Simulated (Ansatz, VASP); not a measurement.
**Two plane-wave programs on AlGaN2**

File INCAR:

```
  ALGO = Normal
  EDIFF = 1E-6
  ENCUT = 520
  GGA = CA
  ISIF = 2
  ISMEAR = 0
  LASPH = True
  LCHARG = True
  LELF = True
  LREAL = False
  LVHAR = True
  LWAVE = False
  NBANDS = 21
  NELM = 60
  PREC = Accurate
  SIGMA = 0.05
```

File KPOINTS:

```
k-points
0
Gamma
  8 8 6
```

The input POSCAR:

```
AlGaN2
1.0
    2.9556784651      0.0000000000      0.0000000000
    0.0000000000      2.9556784651      0.0000000000
    0.0000000000      0.0000000000      4.9955890650
Al Ga N
1 1 2
Direct
    0.5000000000      0.5000000000      0.5000000000
    0.0000000000      0.0000000000      0.0000000000
    0.5000000000      0.0000000000      0.7382648100
    0.0000000000      0.5000000000      0.2617351900
```

Input for Ansatz:

```yaml
crystal:
  lattice:
    - [2.9556784651, 0.0, 0.0]
    - [0.0, 2.9556784651, 0.0]
    - [0.0, 0.0, 4.995589065]
  atoms:
    - { symbol: Al, position: [0.5, 0.5, 0.5] }
    - { symbol: Ga, position: [0.0, 0.0, 0.0] }
    - { symbol: "N", position: [0.5, 0.0, 0.73826481] }
    - { symbol: "N", position: [0.0, 0.5, 0.26173519] }
basis:
  ecutwfc: 420
kpoints:
  mp_grid: { grid: [8, 8, 6] }
hamiltonian:
  xc: lda
scf:
  occupations: { method: gaussian, width: 0.05 }
output:
  forces: true
  stress: true
  eigenvalues: true
```

Alike in both runs: task single point; functional LDA; k mesh 8 × 8 × 6; occupations gaussian, width 0.05 eV; no spin polarisation.

```csv
,VASP,Ansatz
version,VASP 6.6.1,Ansatz 0.2.0
potentials or method,"VASP PAW LDA potentials, release 64 (Al, Ga_d, N), cutoff 520 eV","scalar-relativistic, plane waves, PAW"
valence electrons in the cell,26,26
```

|  | VASP | Ansatz | Ansatz less VASP |
| --- | --- | --- | --- |
| gap on the k mesh at the Fermi level (eV) | 2.23 | 2.22 | -0.010 |
| least direct gap on the mesh (eV) | 2.26 | 2.25 | -0.011 |
| pressure (GPa) | -5.9 | -6.6 | -0.77 |
| traceless stress, the component that is largest in VASP (GPa) | -24.78 | -24.91 | -0.137 |
| rms of the force components (eV/Å) | 0.172 | 0.185 | +0.0127 |

LDA's correlation is that of Perdew and Zunger in VASP and of Perdew and Wang (1992) in Ansatz. Atom by atom the forces differ by 0.013 eV/Å (rms over components).
